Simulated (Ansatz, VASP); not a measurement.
## Ge: VASP beside Ansatz

```
Ge
1.0
     0.00000    2.88070    2.88070
     2.88070    0.00000    2.88070
     2.88070    2.88070    0.00000
Ge
2
Direct
  0.00000 0.00000 0.00000
  0.25000 0.25000 0.25000
```

Alike in both runs: task single point; functional PBE; k mesh 11 × 11 × 11; occupations fermi-dirac, width 0.05 eV; no spin polarisation.

|  | VASP | Ansatz |
| --- | --- | --- |
| version | VASP 6.6.1 | Ansatz 0.2.0 |
| potentials or method | VASP PAW PBE potentials, release 64 (Ge_d), cutoff 520 eV | all-electron LAPW, scalar-relativistic |

VASP gave:

* pressure (GPa): -0.1

Problem. What did Ansatz give for the same quantities?

Solution. Pressure (GPa): 0.0.

Ansatz ran all-electron here, and VASP with PAW potentials.
